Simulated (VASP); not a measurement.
# Mo (a cell with a defect) in VASP: a series of runs, part 2 of 3

VASP 6.6.1. The steps go on from the part before.

## Step 4: Single point, PBE

Contents of INCAR:

```
  ALGO = Normal
  EDIFF = 1E-6
  ENCUT = 400
  GGA = PE
  GGA_COMPAT = False
  ISIF = 2
  ISMEAR = 1
  LASPH = True
  LCHARG = False
  LREAL = Auto
  LWAVE = False
  NBANDS = 238
  NELM = 120
  PREC = Accurate
  SIGMA = 0.1
```

Contents of KPOINTS:

```
k-points
0
Gamma
  1 1 1
```

Contents of POSCAR:

```
Mo
1.0
    0.0000000000      6.3226243300      6.3226243300
    6.3226243300      0.0000000000      6.3226243300
    6.3226243300      6.3226243300      0.0000000000
Mo
31
Direct
    0.0000586782     -0.0002064016      0.0002394575
    0.1242753735      0.1237762137      0.1244727599
    0.2500406346      0.2497989628      0.2502870513
    0.3767818355      0.3762847318      0.3769909259
    0.0001301675     -0.0002775746      0.5003447674
    0.1242009582      0.1238865318      0.6279470031
    0.2511748156      0.2507896907      0.7493132207
    0.3767269532      0.3763658689      0.8704538990
   -0.0000342421      0.4996922694      0.0003967498
    0.1241533514      0.6273034413      0.1245988942
    0.2510610970      0.7486225265      0.2514731094
    0.3766891524      0.8698021127      0.3770980016
   -0.0000068010      0.4996896597      0.5004391903
    0.1300180838      0.6229675044      0.6237194073
    0.2511355123      0.7485085706      0.7493601158
    0.3724871789      0.8754719893      0.8762283208
    0.5000186370     -0.0003837014      0.0004398490
    0.6276308370      0.1237830937      0.1244865991
    0.7489506339      0.2506822195      0.2514988108
    0.8701484088      0.3762300867      0.3769614286
    0.4999501528     -0.0002457840      0.5003367012
    0.6234314731      0.1295545896      0.6238335214
    0.7488827033      0.2507536297      0.7493061034
    0.8758516576      0.3721712500      0.8762810679
    0.5000335043      0.4997144912      0.0004137522
    0.6233910627      0.6231345236      0.1302858524
    0.7489912816      0.7486548707      0.2514526274
    0.8759456060      0.8756272255      0.3727653071
    0.6235345158      0.6229755707      0.6236909382
    0.7500512054      0.7497916613      0.7502745304
    0.8759993020      0.8754751526      0.8762066526
```

Potentials or basis: VASP PAW PBE potentials, release 64 (Mo_sv).

Launch:

```sh
cat potpaw_PBE.64/Mo_sv/POTCAR > POTCAR
mpirun -np 1 vasp_gam > vasp.out
```

OUTCAR:

```text
EDIFF = 1E-6
   ENCUT = 400
   GGA = PE
   ISIF = 2
   ISMEAR = 1
   LASPH = True
   LREAL = Auto
   NELM = 120
   PREC = Accurate

 ion  position               nearest neighbor table
   1  0.000  1.000  0.000-   6 2.72  24 2.72  31 2.72  18 2.72  16 2.72   2 2.72  10 2.72  28 2.72
                            23 3.17   7 3.17  19 3.17  15 3.17  27 3.18  11 3.18
   2  0.124  0.124  0.124-   1 2.72  11 2.74   7 2.74  19 2.74  17 2.74   5 2.74   9 2.74   3 2.76
                            28 3.14  16 3.14  24 3.14  20 3.19  12 3.19   8 3.19
   3  0.250  0.250  0.250-  10 2.76  18 2.76   2 2.76   6 2.76   8 2.77  20 2.77   4 2.77  12 2.77
                            25 3.16  21 3.16   9 3.16   5 3.16  17 3.16  13 3.16
   4  0.377  0.376  0.377-  19 2.72   7 2.72  11 2.72  21 2.75  25 2.75  13 2.75   3 2.77  14 3.12
                            26 3.12  22 3.12   6 3.19  18 3.19  10 3.19
   5  0.000  1.000  0.500-   6 2.74  28 2.74  31 2.74   2 2.74  20 2.75  12 2.75  22 2.75  14 2.75
                            11 3.16   3 3.16  23 3.16  30 3.16  15 3.16  19 3.16
   6  0.124  0.124  0.628-   1 2.72   7 2.74  23 2.74  15 2.74  21 2.74  13 2.74   5 2.74   3 2.76
                            16 3.14  31 3.14  24 3.14  12 3.19   4 3.19  20 3.19
   7  0.251  0.251  0.749-  14 2.72  22 2.72   8 2.72   4 2.72   2 2.74   6 2.74  16 2.74  24 2.74
[... 282 lines left out ...]
      6     -49.0733      2.00000
[... 221 lines left out ...]
    228      13.5188     -0.00000
    229      13.5188     -0.00000
 [bands above 229 left out]

------------------------ aborting loop because EDIFF is reached ----------------------------------------

  FORCE on cell =-STRESS in cart. coord.  units (eV):
  Direction    XX          YY          ZZ          XY          YZ          ZX
  --------------------------------------------------------------------------------------
  -------------------------------------------------------------------------------------
  Total      -42.7951985    -42.8037603    -42.7962588     -0.0006245      0.0031835     -0.0002118
  in kB     -135.6386620   -135.6657985   -135.6420227     -0.0019793      0.0100901     -0.0006712
  external PRESSURE =    -135.6488278 kB  Pullay stress =       0.0000000 kB

 VOLUME and BASIS-vectors are now :
 -----------------------------------------------------------------------------
  energy-cutoff  :      400.00
  volume of cell :      505.50
      direct lattice vectors                 reciprocal lattice vectors
     0.000000000  6.322624330  6.322624330    -0.079081086  0.079081086  0.079081086
     6.322624330  0.000000000  6.322624330     0.079081086 -0.079081086  0.079081086
     6.322624330  6.322624330  0.000000000     0.079081086  0.079081086 -0.079081086

 POSITION                                       TOTAL-FORCE (eV/Angst)
 -----------------------------------------------------------------------------------
      6.32283      0.00189      6.32169         0.001373      0.013203     -0.008540
      1.56959      1.57274      1.56834         0.009894     -0.000979      0.007272
      3.16186      3.16338      3.16030        -0.001415      0.009675     -0.006636
      4.76268      4.76582      4.76136         0.013907      0.002554      0.007622
      9.48436      3.16431      6.32169        -0.001569      0.000714     -0.009370
      4.75356      4.75555      1.56856        -0.005103     -0.010684      0.003968
[... 23 lines left out ...]
      9.48436      9.48600      9.48294        -0.001854      0.010923     -0.006985
     11.07523     11.07854     11.07392        -0.000347     -0.011619     -0.002275
 -----------------------------------------------------------------------------------
    total drift:                               -0.001076     -0.002789      0.001590

  FREE ENERGIE OF THE ION-ELECTRON SYSTEM (eV)
  ---------------------------------------------------
  free  energy   TOTEN  =      -350.0333439303 eV

  energy  without entropy=     -350.0873942240  energy(sigma->0) =     -350.05136069
```

OSZICAR:

```text
N       E                     dE             d eps       ncg     rms          rms(c)
DAV:   1     0.772448221705E+04    0.77245E+04   -0.25358E+05   500   0.169E+03
DAV:   2     0.312984731694E+03   -0.74115E+04   -0.72614E+04   546   0.628E+02
DAV:   3    -0.323342147559E+03   -0.63633E+03   -0.61379E+03   632   0.165E+02
DAV:   4    -0.366228686734E+03   -0.42887E+02   -0.41825E+02   584   0.299E+01
DAV:   5    -0.367739852084E+03   -0.15112E+01   -0.14860E+01   552   0.507E+00    0.770E+01
DAV:   6    -0.352319299175E+03    0.15421E+02   -0.37842E+01   512   0.168E+01    0.213E+01
DAV:   7    -0.350237072208E+03    0.20822E+01   -0.85140E+00   544   0.831E+00    0.547E+00
DAV:   8    -0.350151991054E+03    0.85081E-01   -0.18326E+00   592   0.406E+00    0.377E+00
DAV:   9    -0.350059801808E+03    0.92189E-01   -0.12608E+00   608   0.314E+00    0.155E+00
DAV:  10    -0.350036449665E+03    0.23352E-01   -0.18558E-01   576   0.125E+00    0.710E-01
DAV:  11    -0.350033430651E+03    0.30190E-02   -0.36372E-02   624   0.516E-01    0.364E-01
DAV:  12    -0.350033391774E+03    0.38878E-04   -0.45828E-03   568   0.189E-01    0.234E-01
DAV:  13    -0.350033369974E+03    0.21799E-04   -0.99318E-04   592   0.106E-01    0.678E-02
DAV:  14    -0.350033368110E+03    0.18645E-05   -0.35035E-04   584   0.555E-02    0.399E-02
DAV:  15    -0.350033345771E+03    0.22339E-04   -0.14212E-04   584   0.383E-02    0.122E-02
DAV:  16    -0.350033344709E+03    0.10618E-05   -0.16805E-05   512   0.108E-02    0.705E-03
DAV:  17    -0.350033343930E+03    0.77856E-06   -0.49108E-06   432   0.696E-03
   1 F= -.35003334E+03 E0= -.35005136E+03  d E =0.540503E-01
```

Run time: 7.2 min. Hardware: 1 thread of Intel Xeon 8259CL, shared host; peak memory 0.47 GiB.

Results:

| Quantity | Value |
| --- | --- |
| Free energy | -350.0333 eV |
| Pressure | -13.6 GPa |
| Largest force | 0.025 eV/Å |
| Band gap on the k mesh | 0.76 eV |

Forces on the atoms (eV/Å):
```
Mo   0.001  0.013 -0.009
Mo   0.010 -0.001  0.007
Mo  -0.001  0.010 -0.007
Mo   0.014  0.003  0.008
Mo  -0.002  0.001 -0.009
Mo  -0.005 -0.011  0.004
Mo  -0.003 -0.003 -0.017
Mo  -0.007 -0.013  0.004
Mo  -0.002  0.008  0.004
Mo  -0.012 -0.001 -0.006
Mo   0.000  0.001  0.004
Mo  -0.015  0.002 -0.012
Mo  -0.006  0.001  0.002
Mo  -0.003  0.004  0.012
Mo   0.012 -0.002  0.007
Mo  -0.002 -0.002  0.011
Mo   0.000  0.000  0.006
Mo   0.009 -0.009  0.000
Mo  -0.009 -0.002  0.007
Mo   0.017 -0.009 -0.002
Mo  -0.001  0.018  0.001
Mo   0.006 -0.018  0.009
Mo  -0.001  0.024  0.007
Mo  -0.001 -0.007  0.005
Mo  -0.004  0.000  0.000
Mo   0.007  0.009 -0.013
Mo  -0.003  0.001  0.005
Mo   0.004  0.000 -0.010
Mo  -0.001 -0.017 -0.009
Mo  -0.002  0.011 -0.007
Mo   0.000 -0.012 -0.002
```

Caveat: the k points lie up to 0.86 Å⁻¹ apart.

[end of part 2 of 3]
